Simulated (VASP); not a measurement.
# AlGa3Sb2 (P6/mmm) in VASP: a series of runs

Runs on AlGa3Sb2. Level: PBE. Tasks: single point.

Everything below comes from runs of VASP 6.6.1. Logs are shortened: lines on timing, memory, paths and dates and some standing lists are left out, and cuts for length are marked.

### Step 1. The cell of the first run

Symmetry: P6/mmm, No. 191, hexagonal system. The conventional cell has a = 5.328 Å, b = 5.328 Å, c = 5.636 Å, α = 90.00°, β = 90.00°, γ = 120.00°. Within 3.7 Å of Al (site symmetry 6/mmm) lie 8 Ga at 2.82 to 3.08 Å. Ga (site symmetry -6m2) has 2 Sb at 2.82 Å and 3 Al at 3.08 Å and 3 Ga at 3.08 Å within 3.7 Å. Within 3.7 Å of Ga (site symmetry 6/mmm) lie 2 Al at 2.82 Å and 6 Sb at 3.08 Å. Within 3.7 Å of Sb (site symmetry -6m2) lie 5 Ga at 2.82 to 3.08 Å and 3 Sb at 3.08 Å.

### Step 2. Single point, PBE

Contents of INCAR:

```
PREC = Accurate ; ENCUT = 520
EDIFF = 1E-6 ; ISMEAR = 0
SIGMA = 0.1 ; LREAL = F
LASPH = T ; NELM = 100
ALGO = Fast ; ISIF = 2
LWAVE = F ; LCHARG = T
GGA = PE ; LELF = T
LVHAR = T ; NBANDS = 35
```

Contents of KPOINTS:

```
regular mesh
0
Gamma
  3 3 4
```

Contents of POSCAR:

```
AlGa3Sb2
1.0
    5.3284390431      0.0000000026      0.0000000000
   -2.6642195238      4.6145635726      0.0000000000
    0.0000000000      0.0000000000      5.6360028707
Al Ga Sb
1 3 2
Direct
    0.0000000000      0.0000000000      0.0000000000
    0.3333333333      0.6666666667      0.0000000000
    0.6666666667      0.3333333333      0.0000000000
    0.0000000000      0.0000000000      0.5000000000
    0.3333333333      0.6666666667      0.5000000000
    0.6666666667      0.3333333333      0.5000000000
```

Potentials or basis: VASP PAW PBE potentials, release 64 (Al, Ga_d, Sb).

Launch:

```
cat potpaw_PBE.64/Al/POTCAR potpaw_PBE.64/Ga_d/POTCAR potpaw_PBE.64/Sb/POTCAR > POTCAR
mpirun -np 1 vasp_std > vasp.out
```

OUTCAR:

```text
PREC = Accurate
   ENCUT = 520
   EDIFF = 1E-6
   ISMEAR = 0
   LREAL = F
   LASPH = T
   NELM = 100
   ISIF = 2
   GGA = PE

 ion  position               nearest neighbor table
   1  0.000  0.000  0.000-   4 2.82   4 2.82   2 3.08   3 3.08   3 3.08   2 3.08   3 3.08   2 3.08

   2  0.333  0.667  0.000-   5 2.82   5 2.82   1 3.08   1 3.08   1 3.08
   3  0.667  0.333  0.000-   6 2.82   6 2.82   1 3.08   1 3.08   1 3.08
   4  0.000  0.000  0.500-   1 2.82   1 2.82   6 3.08   5 3.08   6 3.08   5 3.08   6 3.08   5 3.08

   5  0.333  0.667  0.500-   2 2.82   2 2.82   4 3.08   6 3.08   6 3.08   4 3.08   4 3.08   6 3.08

   6  0.667  0.333  0.500-   3 2.82   3 2.82   4 3.08   5 3.08   5 3.08   4 3.08   4 3.08   5 3.08

  LATTYP: Found a hexagonal cell.
 ALAT       =     5.3284390431
 C/A-ratio  =     1.0577211872

  Lattice vectors:

 A1 = (   5.3284390431,   0.0000000026,   0.0000000000)
 A2 = (  -2.6642195238,   4.6145635726,   0.0000000000)
 A3 = (   0.0000000000,   0.0000000000,   5.6360028707)

Analysis of symmetry for initial positions (statically):
=====================================================================
 Subroutine PRICEL returns:
 Original cell was already a primitive cell.

 Routine SETGRP: Setting up the symmetry group for a
 hexagonal supercell.

 Subroutine GETGRP returns: Found 24 space group operations
 (whereof 24 operations were pure point group operations)
 out of a pool of 24 trial point group operations.

The static configuration has the point symmetry D_6h.

Analysis of symmetry for dynamics (positions and initial velocities):
=====================================================================
 Subroutine PRICEL returns:
 Original cell was already a primitive cell.

 Routine SETGRP: Setting up the symmetry group for a
 hexagonal supercell.

 Subroutine GETGRP returns: Found 24 space group operations
 (whereof 24 operations were pure point group operations)
 out of a pool of 24 trial point group operations.

The dynamic configuration has the point symmetry D_6h.

 Subroutine INISYM returns: Found 24 space group operations
 (whereof 24 operations are pure point group operations),
 and found     1 'primitive' translations

----------------------------------------------------------------------------------------

                                     Primitive cell

  volume of cell :     138.5804

  direct lattice vectors                    reciprocal lattice vectors
     5.328439043  0.000000003  0.000000000     0.187672223  0.108352609  0.000000000
    -2.664219524  4.614563573  0.000000000    -0.000000000  0.216705217  0.000000000
     0.000000000  0.000000000  5.636002871     0.000000000  0.000000000  0.177430712

  length of vectors
     5.328439043  5.328439043  5.636002871     0.216705217  0.216705217  0.177430712

  position of ions in fractional coordinates (direct lattice)
     0.000000000  0.000000000  0.000000000
     0.333333333  0.666666667  0.000000000
     0.666666667  0.333333333  0.000000000
     0.000000000  0.000000000  0.500000000
     0.333333333  0.666666667  0.500000000
     0.666666667  0.333333333  0.500000000

  ion indices of the primitive-cell ions
   primitive index   ion index
                 1           1
                 2           2
                 3           3
                 4           4
                 5           5
                 6           6

----------------------------------------------------------------------------------------

 KPOINTS: regular mesh

Automatic generation of k-mesh.
 Grid dimensions read from file:
 generate k-points for:    3    3    4

 Generating k-lattice:

  Cartesian coordinates                     Fractional coordinates (reciprocal lattice)
     0.062557408  0.036117536  0.000000000     0.333333333  0.000000000  0.000000000
    -0.000000000  0.072235072  0.000000000    -0.000000000  0.333333333  0.000000000
     0.000000000  0.000000000  0.044357678     0.000000000  0.000000000  0.250000000

  Length of vectors
     0.072235072  0.072235072  0.044357678

  Shift w.r.t. Gamma in fractional coordinates (k-lattice)
     0.000000000  0.000000000  0.000000000

 Subroutine IBZKPT returns following result:
 ===========================================

 Found      9 irreducible k-points:

 Following reciprocal coordinates:
            Coordinates               Weight
  0.000000  0.000000  0.000000      1.000000
  0.333333 -0.000000  0.000000      6.000000
  0.333333  0.333333  0.000000      2.000000
  0.000000  0.000000  0.250000      2.000000
  0.333333 -0.000000  0.250000     12.000000
  0.333333  0.333333  0.250000      4.000000
  0.000000  0.000000  0.500000      1.000000
  0.333333 -0.000000  0.500000      6.000000
  0.333333  0.333333  0.500000      2.000000
   k-points           NKPTS =      9   k-points in BZ     NKDIM =      9   number of bands    NBANDS=     35
   number of dos      NEDOS =    301   number of ions     NIONS =      6
   total plane-waves  NPLWV =  67200
   dimension x,y,z NGX =    40 NGY =   40 NGZ =   42
   dimension x,y,z NGXF=    80 NGYF=   80 NGZF=   84
   ions per type =               1   3   2
   NGX,Y,Z   is equivalent  to a cutoff of  12.48, 12.48, 12.39 a.u.
   NGXF,Y,Z  is equivalent  to a cutoff of  24.96, 24.96, 24.78 a.u.
 SYSTEM =  unknown system
   PREC   = accura    normal or accurate (medium, high low for compatibility)
   ISTART =      0    job   : 0-new  1-cont  2-samecut
   ICHARG =      2    charge: 1-file 2-atom 10-const
   ISPIN  =      1    spin polarized calculation?
   LNONCOLLINEAR =      F non collinear calculations
   LSORBIT =      F    spin-orbit coupling
   LASPH  =      T    aspherical Exc in radial PAW
   ENCUT  =  520.0 eV  38.22 Ry    6.18 a.u.   9.91  9.91 10.48*2*pi/ulx,y,z
   NELM   =    100;   NELMIN=  2; NELMDL= -5     # of ELM steps
   EDIFF  = 0.1E-05   stopping-criterion for ELM
   LREAL  =      F    real-space projection
   EDIFFG = 0.1E-04   stopping-criterion for IOM
   NSW    =      0    number of steps for IOM
   IBRION =     -1    ionic relax: 0-MD 1-quasi-New 2-CG
   NFREE  =      0    steps in history (QN), initial steepest desc. (CG)
   ISIF   =      2    stress and relaxation
   ISYM   =      2    0-nonsym 1-usesym 2-fastsym
   POTIM  = 0.5000    time-step for ionic-motion
   TEBEG  =    0.0;   TEEND  =   0.0 temperature during run
   PSTRESS=    0.0 pullay stress
   NELECT =      52.0000    total number of electrons
   NUPDOWN=      -1.0000    fix difference up-down
   EMIN   =  10.00;   EMAX   =-10.00  energy-range for DOS
   EFERMI =   0.00;   METHOD = LEGACY
   ISMEAR =     0;   SIGMA  =   0.10  broadening in eV -4-tet -1-fermi 0-gaus
   EFERMI_NEDOS =   21; number of points for ismear=-14 and -15
   IALGO  =     68    algorithm
   IMIX   =      4    mixing-type and parameters
     AMIX     =   0.40;   BMIX     =  1.00
     AMIX_MAG =   1.60;   BMIX_MAG =  1.00
  volume/ion in A,a.u.               =      23.10       155.86
  Fermi-wavevector in a.u.,A,eV,Ry     =   1.180797  2.231383 18.970360  1.394282
  Thomas-Fermi vector in A             =   2.317083
   LORBIT       =      0    0 simple, 1 ext, 2 COOP (PROOUT), +10 PAW based schemes
   GGA     = PE    functional components
   LHFCALC =     F    Hartree Fock is set to
   AEXX    =    0.0000 exact exchange contribution
   IVDW    =     0    specifies the selected vdW correction
   LEPSILON=     F    determine dielectric tensor
   LRPA    =     F    only Hartree local field effects (RPA)
 non-spin polarized calculation
 RMM-DIIS sequential band-by-band and
 Gauss-broadening in eV      SIGMA  =   0.10
  energy-cutoff  :      520.00
  volume of cell :      138.58
 maximum number of plane-waves:      3757
 NGX is ok and might be reduce to    40
   NGX = 19   NGY = 19   NGZ = 21

 number of electron      52.0000014 magnetization

 Free energy of the ion-electron system (eV)
  ---------------------------------------------------
  ext. energy  EPLUGINS =         0.00000000
  ---------------------------------------------------
  free energy    TOTEN  =       -20.13144677 eV

  energy without entropy =      -20.12315675  energy(sigma->0) =      -20.12730176

 E-fermi :   6.1107     XC(G=0): -10.1257

 val. band max:        6.0461188584   @ k =   0.0000   0.0000   0.2500
 cond. band min:       6.1752288407   @ k =   0.3333   0.3333   0.2500
 fundamental gap:      0.1291099823
 Fermi energy:         6.1107320222

 k-point     1 :       0.0000    0.0000    0.0000
  band No.  band energies     occupation
      1      -8.7051      2.00000
      2      -8.6938      2.00000
      3      -8.6938      2.00000
      4      -8.6241      2.00000
      5      -8.6150      2.00000
      6      -8.6150      2.00000
[... 27 lines left out ...]
     34      11.0993      0.00000
     35      11.1107      0.00000

 k-point     2 :       0.3333   -0.0000    0.0000
  band No.  band energies     occupation
      1      -8.7041      2.00000
      2      -8.6893      2.00000
      3      -8.6796      2.00000
      4      -8.6532      2.00000
      5      -8.6444      2.00000
      6      -8.6281      2.00000
[... 27 lines left out ...]
     34      10.9540      0.00000
     35      11.8429      0.00000

 k-point     3 :       0.3333    0.3333    0.0000
  band No.  band energies     occupation
      1      -8.6996      2.00000
      2      -8.6996      2.00000
      3      -8.6736      2.00000
      4      -8.6554      2.00000
      5      -8.6554      2.00000
      6      -8.6256      2.00000
[... 27 lines left out ...]
     34      11.7839      0.00000
     35      11.8399      0.00000
[... 153 lines left out ...]
 k-point     8 :       0.3333   -0.0000    0.5000
  band No.  band energies     occupation
      1      -8.6985      2.00000
      2      -8.6901      2.00000
      3      -8.6649      2.00000
      4      -8.6492      2.00000
      5      -8.6455      2.00000
      6      -8.6282      2.00000
[... 27 lines left out ...]
     34      10.1882      0.00000
     35      11.2089      0.00000

 k-point     9 :       0.3333    0.3333    0.5000
  band No.  band energies     occupation
      1      -8.6935      2.00000
      2      -8.6935      2.00000
      3      -8.6718      2.00000
      4      -8.6527      2.00000
      5      -8.6527      2.00000
      6      -8.6248      2.00000
[... 27 lines left out ...]
     34      10.3207      0.00000
     35      11.3938      0.00000

------------------------ aborting loop because EDIFF is reached ----------------------------------------

  FORCE on cell =-STRESS in cart. coord.  units (eV):
  Direction    XX          YY          ZZ          XY          YZ          ZX
  --------------------------------------------------------------------------------------
  -------------------------------------------------------------------------------------
  Total        0.1910072      0.1910072      0.3437784      0.0000000      0.0000000      0.0000000
  in kB        2.2083017      2.2083017      3.9745441      0.0000000      0.0000000      0.0000000
  external PRESSURE =       2.7970492 kB  Pullay stress =       0.0000000 kB

 VOLUME and BASIS-vectors are now :
 -----------------------------------------------------------------------------
  energy-cutoff  :      520.00
  volume of cell :      138.58
      direct lattice vectors                 reciprocal lattice vectors
     5.328439043  0.000000003  0.000000000     0.187672223  0.108352609  0.000000000
    -2.664219524  4.614563573  0.000000000    -0.000000000  0.216705217  0.000000000
     0.000000000  0.000000000  5.636002871     0.000000000  0.000000000  0.177430712

 POSITION                                       TOTAL-FORCE (eV/Angst)
 -----------------------------------------------------------------------------------
      0.00000      0.00000      0.00000        -0.000000      0.000000      0.000000
     -0.00000      3.07638      0.00000         0.000000      0.000000      0.000000
      2.66422      1.53819      0.00000        -0.000000     -0.000000     -0.000000
      0.00000      0.00000      2.81800        -0.000000      0.000000      0.000000
     -0.00000      3.07638      2.81800        -0.000000     -0.000000      0.000000
      2.66422      1.53819      2.81800        -0.000000      0.000000      0.000000
 -----------------------------------------------------------------------------------
    total drift:                                0.000000     -0.000000     -0.000000

  FREE ENERGIE OF THE ION-ELECTRON SYSTEM (eV)
  ---------------------------------------------------
  free  energy   TOTEN  =       -20.1314467722 eV

  energy  without entropy=      -20.1231567479  energy(sigma->0) =      -20.12730176
```

It took 29 s on 1 thread of Intel Xeon Platinum 8559C (Emerald Rapids), shared host; peak memory 0.26 GiB.

What came out:

* Free energy: -20.1314 eV
* Pressure: 0.3 GPa
* Band gap on the k mesh: zero (band 26 reaches 6.95 eV, above the bottom of band 27 at 4.60 eV)

Levels at points of the mesh, in eV from the Fermi level:
| k point | band 24 | band 25 | band 26 | band 27 | band 28 | band 29 |
| --- | --- | --- | --- | --- | --- | --- |
| (0.00, 0.00, 0.00) | -2.38 | -1.39 | -1.15 | 0.26 | 0.46 | 0.56 |
| (0.00, 0.00, 0.50) | -1.86 | -1.86 | -0.62 | -0.62 | -0.33 | -0.33 |

Caveat: the k points lie up to 0.45 Å⁻¹ apart; spin-orbit coupling is left out, which moves the levels of the heavy elements.

(Part 1 of 2 ends here.)
